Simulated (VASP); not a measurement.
**InSb3: single point with PBEsol**

Crystal: InSb3.

```
In Sb
1.0
     0.00000   -4.72824    0.00000
     0.00000    0.00000   -4.72824
    14.68471    0.00000    0.00000
In Sb
3 9
Direct
  0.00000 0.00000 0.88544
  0.00000 0.00000 0.24147
  0.00000 0.00000 0.56346
  0.00000 0.50000 0.08048
  0.00000 0.50000 0.40246
  0.00000 0.50000 0.72445
  0.50000 0.50000 0.24147
  0.50000 0.50000 0.56346
  0.50000 0.50000 0.88544
  0.50000 0.00000 0.08048
  0.50000 0.00000 0.40246
  0.50000 0.00000 0.72445
```

This cell differs from its parent crystal: the distance across one plane changed.

```json
{"Program": "VASP 6.6.1", "Task": "single point", "Functional": "PBEsol", "Potentials or basis": "VASP PAW PBE potentials, release 64 (In_d, Sb)", "Cutoff": "520 eV", "k mesh": "10 × 10 × 4", "Occupations": "gaussian, width 0.15 eV", "Spin": "no spin polarisation", "Dipole correction": "no", "Further INCAR settings": "ALGO = Fast; EDIFF = 1e-06; NBANDS = 54"}
```

```yaml
Pressure: -1.4 GPa
Largest_force: 0.389 eV/Å
Band_gap_on_the_k_mesh: zero (bands 42 and 43 overlap by 1.24 eV)
```

Forces on the atoms (eV/Å):
```
In   0.389  0.000  0.000
In  -0.051  0.000  0.000
In  -0.007  0.000  0.000
Sb  -0.254  0.000  0.000
Sb  -0.009  0.000  0.000
Sb   0.091  0.000  0.000
Sb  -0.149  0.000  0.000
Sb   0.045  0.000  0.000
Sb   0.115  0.000  0.000
Sb  -0.254  0.000  0.000
Sb  -0.009  0.000  0.000
Sb   0.091  0.000  0.000
```

Stress tensor (GPa, compression positive):
```
-1.53  0.00  0.00
 0.00 -1.34  0.00
 0.00  0.00 -1.34
```

Levels at points of the mesh, in eV from the Fermi level:
| k point | band 39 | band 40 | band 41 | band 42 | band 43 | band 44 | band 45 | band 46 |
| --- | --- | --- | --- | --- | --- | --- | --- | --- |
| (0.00, 0.00, 0.00) | -0.92 | -0.87 | -0.65 | -0.51 | 0.06 | 0.46 | 0.46 | 0.47 |
| (0.50, 0.00, 0.00) | -1.21 | -1.15 | -1.10 | -0.82 | -0.47 | -0.16 | 0.25 | 0.28 |
| (0.50, 0.50, 0.00) | -1.36 | -1.08 | -1.08 | -0.67 | 0.97 | 1.96 | 2.34 | 2.34 |
| (0.00, 0.00, 0.50) | -0.76 | -0.20 | -0.20 | -0.11 | 0.11 | 0.11 | 0.20 | 0.81 |
| (0.50, 0.00, 0.50) | -1.40 | -1.04 | -0.86 | -0.39 | -0.32 | -0.14 | 0.01 | 0.22 |
| (0.50, 0.50, 0.50) | -1.78 | -0.06 | 0.35 | 0.38 | 0.38 | 0.80 | 0.80 | 2.42 |

It took 37 min on 1 thread of Oxide Virtual Turin-like Processor, on a shared host, peak memory 0.91 GiB.

Caveat: the cell differs from its parent crystal (the distance across one plane changed); the PAW data sets were made with another functional, which shifts forces and pressure a little; spin-orbit coupling is left out, which moves the levels of the heavy elements.
